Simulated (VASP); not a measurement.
Mo, 5 atoms in the cell. The cell holds a slab with vacuum, 5 atoms: a = 2.715 Å, b = 2.715 Å, c = 20.867 Å, α = 90.00°, β = 90.00°, γ = 109.47°. 

| Quantity | Value |
| --- | --- |
| Program | VASP 6.6.1 |
| Task | single point |
| Functional | PBEsol |
| Potentials or basis | VASP PAW PBE potentials, release 64 (Mo_sv) |
| Cutoff | 520 eV |
| k mesh | 16 × 16 × 1 |
| Occupations | methfessel-paxton, width 0.1 eV |
| Spin | no spin polarisation |
| Dipole correction | no |
| Further INCAR settings | ALGO = Normal; EDIFF = 1e-06; NBANDS = 43 |

Potentials or basis: VASP PAW PBE potentials, release 64 (Mo_sv).

Command:

```sh
$ cat potpaw_PBE.64/Mo_sv/POTCAR > POTCAR
$ mpirun -np 1 vasp_std > vasp.out
```

Hardware: 1 thread of Intel(R) Xeon(R) 6975P-C (Granite Rapids), with other jobs on the host.

Problem. Estimate the wall time of this run.

Solution. It took 6.5 min on 1 thread of Intel(R) Xeon(R) 6975P-C (Granite Rapids), with other jobs on the host, peak memory 0.42 GiB. Counts: scf iterations 24, k points 73.
